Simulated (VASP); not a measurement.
# InSb (F-43m) in VASP: notebook, part 2 of 2

VASP 6.6.1. Earlier steps stand in the parts before.

## 3. Single point, PBEsol

INCAR

```
  PREC = Accurate
  ENCUT = 520
  EDIFF = 1E-7
  ISMEAR = -1
  SIGMA = 0.15
  LREAL = False
  LASPH = True
  NELM = 80
  ALGO = Normal
  ISIF = 2
  LWAVE = False
  LCHARG = False
  GGA = PS
  NBANDS = 16
```

KPOINTS

```
Automatic mesh
0
Gamma
  12 12 12
```

POSCAR

```
InSb
1.0
    0.0000000000      3.2599290600      3.2599290600
    3.2599290600      0.0000000000      3.2599290600
    3.2599290600      3.2599290600      0.0000000000
In Sb
1 1
Direct
    0.0000000000      0.0000000000      0.0000000000
    0.7500000000      0.7500000000      0.7500000000
```

Potentials or basis: VASP PAW PBE potentials, release 64 (In_d, Sb).

Started as:

```
cat potpaw_PBE.64/In_d/POTCAR potpaw_PBE.64/Sb/POTCAR > POTCAR
mpirun -np 1 vasp_std > vasp.out
```

OUTCAR:

```text
PREC = Accurate
   ENCUT = 520
   EDIFF = 1E-7
   ISMEAR = -1
   LREAL = False
   LASPH = True
   NELM = 80
   ISIF = 2
   GGA = PS

 ion  position               nearest neighbor table
   1  0.000  0.000  0.000-   2 2.82   2 2.82   2 2.82   2 2.82
   2  0.750  0.750  0.750-   1 2.82   1 2.82   1 2.82   1 2.82

  LATTYP: Found a face centered cubic cell.
 ALAT       =     6.5198581200

  Lattice vectors:

 A1 = (   0.0000000000,   3.2599290600,   3.2599290600)
 A2 = (   3.2599290600,   0.0000000000,   3.2599290600)
 A3 = (   3.2599290600,   3.2599290600,   0.0000000000)

Analysis of symmetry for initial positions (statically):
=====================================================================
 Subroutine PRICEL returns:
 Original cell was already a primitive cell.

 Routine SETGRP: Setting up the symmetry group for a
 face centered cubic supercell.

 Subroutine GETGRP returns: Found 24 space group operations
 (whereof 24 operations were pure point group operations)
 out of a pool of 48 trial point group operations.

The static configuration has the point symmetry T_d .

Analysis of symmetry for dynamics (positions and initial velocities):
=====================================================================
 Subroutine PRICEL returns:
 Original cell was already a primitive cell.

 Routine SETGRP: Setting up the symmetry group for a
 face centered cubic supercell.

 Subroutine GETGRP returns: Found 24 space group operations
 (whereof 24 operations were pure point group operations)
 out of a pool of 48 trial point group operations.

The dynamic configuration has the point symmetry T_d .

 Subroutine INISYM returns: Found 24 space group operations
 (whereof 24 operations are pure point group operations),
 and found     1 'primitive' translations

----------------------------------------------------------------------------------------
[... 110 lines left out ...]
   IALGO  =     38    algorithm
   IMIX   =      4    mixing-type and parameters
     AMIX     =   0.40;   BMIX     =  1.00
     AMIX_MAG =   1.60;   BMIX_MAG =  1.00
  volume/ion in A,a.u.               =      34.64       233.79
  Fermi-wavevector in a.u.,A,eV,Ry     =   1.044594  1.973996 14.846359  1.091177
  Thomas-Fermi vector in A             =   2.179353
   LORBIT       =      0    0 simple, 1 ext, 2 COOP (PROOUT), +10 PAW based schemes
   GGA     = PS    functional components
   LHFCALC =     F    Hartree Fock is set to
   AEXX    =    0.0000 exact exchange contribution
   IVDW    =     0    specifies the selected vdW correction
   LEPSILON=     F    determine dielectric tensor
   LRPA    =     F    only Hartree local field effects (RPA)
 non-spin polarized calculation
  energy-cutoff  :      520.00
  volume of cell :       69.29
 maximum number of plane-waves:      1892
 NGX is ok and might be reduce to    36
   NGX = 17   NGY = 17   NGZ = 17

 number of electron      17.9999994 magnetization

 Free energy of the ion-electron system (eV)
  ---------------------------------------------------
  ext. energy  EPLUGINS =         0.00000000
  ---------------------------------------------------
  free energy    TOTEN  =        -7.70277271 eV

  energy without entropy =       -7.69572401  energy(sigma->0) =       -7.69924836

 E-fermi :   5.0035     XC(G=0):  -8.7896

 val. band max:        4.7632330960   @ k =   0.0000   0.0000   0.0000
 cond. band min:       5.2034433529   @ k =   0.5000   0.0000   0.0000
 fundamental gap:      0.4402102569
 Fermi energy:         5.0035166214

 k-point     1 :       0.0000    0.0000    0.0000
  band No.  band energies     occupation
      1      -9.7347      2.00000
      2      -9.7347      2.00000
      3      -9.7347      2.00000
      4      -9.6532      2.00000
      5      -9.6532      2.00000
      6      -5.8672      2.00000
[... 433 lines left out ...]
      3      -9.7112      2.00000
      4      -9.6546      2.00000
      5      -9.6521      2.00000
      6      -4.3903      2.00000
[... 8 lines left out ...]
     15      12.9386      0.00000
     16      13.1979      0.00000

 [... further k-points ...]

------------------------ aborting loop because EDIFF is reached ----------------------------------------

  FORCE on cell =-STRESS in cart. coord.  units (eV):
  Direction    XX          YY          ZZ          XY          YZ          ZX
  --------------------------------------------------------------------------------------
  -------------------------------------------------------------------------------------
  Total        0.0106187      0.0106187      0.0106187      0.0000000      0.0000000      0.0000000
  in kB        0.2455439      0.2455439      0.2455439      0.0000000      0.0000000      0.0000000
  external PRESSURE =       0.2455439 kB  Pullay stress =       0.0000000 kB

 VOLUME and BASIS-vectors are now :
 -----------------------------------------------------------------------------
  energy-cutoff  :      520.00
  volume of cell :       69.29
      direct lattice vectors                 reciprocal lattice vectors
     0.000000000  3.259929060  3.259929060    -0.153377571  0.153377571  0.153377571
     3.259929060  0.000000000  3.259929060     0.153377571 -0.153377571  0.153377571
     3.259929060  3.259929060  0.000000000     0.153377571  0.153377571 -0.153377571

 POSITION                                       TOTAL-FORCE (eV/Angst)
 -----------------------------------------------------------------------------------
      0.00000      0.00000      0.00000         0.000000      0.000000     -0.000000
      4.88989      4.88989      4.88989        -0.000000     -0.000000      0.000000
 -----------------------------------------------------------------------------------
    total drift:                                0.000000      0.000000      0.000000

  FREE ENERGIE OF THE ION-ELECTRON SYSTEM (eV)
  ---------------------------------------------------
  free  energy   TOTEN  =        -7.7027727115 eV

  energy  without entropy=       -7.6957240111  energy(sigma->0) =       -7.69924836
```

stdout:

```text
POSCAR found type information on POSCAR InSb
 POSCAR found :  2 types and       2 ions
 scaLAPACK will be used
 -----------------------------------------------------------------------------
|                                                                             |
|                                                                             |
|     You enforced a specific xc type in the INCAR file but a different       |
|     I HOPE YOU KNOW WHAT YOU ARE DOING!                                     |
|                                                                             |
 -----------------------------------------------------------------------------

 LDA part: xc-table for (Slater+PW92), standard interpolation
 POSCAR, INCAR and KPOINTS ok, starting setup
 FFT: planning ... GRIDC
 FFT: planning ... GRID_SOFT
 FFT: planning ... GRID
 WAVECAR not read
 entering main loop
```

Wall time 90 s (1 thread of Intel Xeon Platinum 8259CL at 2.50GHz (Skylake/Cascade Lake), shared host); peak memory 0.25 GiB.

What came out:

```
Free energy            : -7.7028 eV
Pressure               : 0.0 GPa
Band gap on the k mesh : zero (filled and empty bands touch)
```

Levels at points of the mesh, in eV from the Fermi level:
```csv
k point,band 5,band 6,band 7,band 8,band 9,band 10,band 11,band 12,band 13,band 14
"(0.00, 0.00, 0.00)",-14.66,-10.87,-0.61,-0.24,-0.24,-0.24,2.69,2.69,2.69,5.31
"(0.50, 0.00, 0.00)",-14.66,-9.54,-5.81,-1.22,-1.22,0.20,3.53,3.53,5.73,7.83
"(0.50, 0.50, 0.00)",-14.65,-8.95,-6.11,-2.46,-2.46,1.04,1.05,7.77,7.77,8.35
```

Caveat: the PAW data sets were made with another functional, which shifts forces and pressure a little; spin-orbit coupling is left out, which moves the levels of the heavy elements.

## 4. Single point, PBEsol (strained)

INCAR

```
SYSTEM = InSb
PREC = Accurate
ENCUT = 520
EDIFF = 1E-6
ISMEAR = 0
SIGMA = 0.1
LREAL = .FALSE.
LASPH = .TRUE.
NELM = 100
ALGO = Normal
ISIF = 2
LWAVE = .FALSE.
LCHARG = .FALSE.
GGA = PS
NBANDS = 16
```

KPOINTS

```
Automatic mesh
0
G
  12 12 12
  0 0 0
```

POSCAR

```
InSb
1.0
    0.0000000000      3.1676454540      3.1676454540
    3.1676454540      0.0000000000      3.1676454540
    3.1676454540      3.1676454540      0.0000000000
In Sb
1 1
Direct
    0.0000000000      0.0000000000      0.0000000000
    0.7500000000      0.7500000000      0.7500000000
```

Started as:

```
cat potpaw_PBE.64/In_d/POTCAR potpaw_PBE.64/Sb/POTCAR > POTCAR
mpirun -np 1 vasp_std > vasp.out
```

It took 44 s on 1 thread of AMD EPYC 9R45 (Zen 5), shared host; peak memory 0.22 GiB.

It converged, with:

| Quantity | Value |
| --- | --- |
| Free energy | -7.6252 eV |
| Pressure | 4.5 GPa |
| Band gap on the k mesh | 0.13 eV, direct |

Levels at points of the mesh, in eV from the valence-band top:
```
           k point  band 7  band 8  band 9  band 10  band 11  band 12
(0.00, 0.00, 0.00)    0.00    0.00    0.00     0.13     2.91     2.91
(0.50, 0.00, 0.00)   -6.00   -1.12   -1.12     0.59     3.78     3.78
(0.50, 0.50, 0.00)   -6.26   -2.52   -2.52     1.13     1.21     8.53
```

Caveat: the cell differs from its parent crystal (strained); the PAW data sets were made with another functional, which shifts forces and pressure a little; spin-orbit coupling is left out, which moves the levels of the heavy elements.

## 5. Single point, PBEsol

This run uses another cell than the first one, of 23.69 Å³/atom, 0.684 times its volume.

INCAR

```
PREC = Accurate
ENCUT = 520
EDIFF = 1E-6
ISMEAR = -1
SIGMA = 0.15
LREAL = F
LASPH = T
NELM = 100
ALGO = Normal
ISIF = 2
LWAVE = F
LCHARG = T
GGA = PS
LELF = T
LVHAR = T
NBANDS = 16
```

KPOINTS

```
Automatic mesh
0
Gamma
  12 12 12
```

POSCAR

```
InSb
1.0
    0.0000000000      2.8721375619      2.8721375619
    2.8721375619      0.0000000000      2.8721375619
    2.8721375619      2.8721375619      0.0000000000
In Sb
1 1
Direct
    0.0000000000      0.0000000000      0.0000000000
    0.7500000000      0.7500000000      0.7500000000
```

Started as:

```
cat potpaw_PBE.64/In_d/POTCAR potpaw_PBE.64/Sb/POTCAR > POTCAR
mpirun -np 1 vasp_std > vasp.out
```

Wall time 24 s (1 thread of Intel Xeon Platinum 8559C (Emerald Rapids), shared host); peak memory 0.2 GiB.

Results (log left out):

```yaml
Free_energy: -5.7854 eV
Pressure: 40.0 GPa
Band_gap_on_the_k_mesh: 0.35 eV, indirect (least direct gap 1.87 eV)
```

Levels at points of the mesh, in eV from the valence-band top:
| k point | band 5 | band 6 | band 7 | band 8 | band 9 | band 10 | band 11 | band 12 | band 13 | band 14 |
| --- | --- | --- | --- | --- | --- | --- | --- | --- | --- | --- |
| (0.00, 0.00, 0.00) | -15.73 | -13.78 | 0.00 | 0.00 | 0.00 | 1.87 | 2.67 | 2.67 | 2.67 | 5.73 |
| (0.50, 0.00, 0.00) | -15.73 | -11.22 | -8.00 | -1.76 | -1.76 | 1.18 | 3.60 | 3.60 | 5.25 | 9.90 |
| (0.50, 0.50, 0.00) | -15.71 | -10.09 | -7.98 | -3.87 | -3.87 | 0.38 | 0.69 | 10.27 | 10.27 | 10.77 |

Caveat: the PAW data sets were made with another functional, which shifts forces and pressure a little; spin-orbit coupling is left out, which moves the levels of the heavy elements. A k mesh can miss the band edges.

## 6. The runs side by side

| cell | smearing | gap on the mesh (eV) | pressure (GPa) |
| --- | --- | --- | --- |
| a = 4.610 Å, angles 60.0°, 2 atoms | gaussian 0.1 eV | none | 0.0 |
| a = 4.610 Å, angles 60.0°, 2 atoms | fermi-dirac 0.15 eV | none | 0.0 |
| a = 4.480 Å, angles 60.0°, 2 atoms | gaussian 0.1 eV | 0.13 | 4.5 |
| a = 4.062 Å, angles 60.0°, 2 atoms | fermi-dirac 0.15 eV | 0.35 | 40.0 |

Alike in all rows: task single point; level PBEsol; potentials or basis VASP PAW PBE potentials, release 64 (In_d, Sb); no spin polarisation; k mesh 12 × 12 × 12; cutoff (eV) 520.

Caveats: the PAW data sets were made with another functional, which shifts forces and pressure a little; spin-orbit coupling is left out, which moves the levels of the heavy elements.

Absolute energies hang on the potentials; compare differences alone.

## 7. Comparison with measurements

Step 2. A measured gap of InSb is 0.24 eV (quoted in “Electronic Structure and Epitaxy of CdTe Shells on InSb Nanowires”, 2021, arxiv:2111.05126); the calculated 0.00 eV misses it by -0.24 eV. Spin-orbit coupling on In, Sb is left out. The value is that of PBEsol on a finite k mesh, which can miss the band edges, without temperature or zero-point motion. Semilocal functionals fall short of measured gaps as a rule.
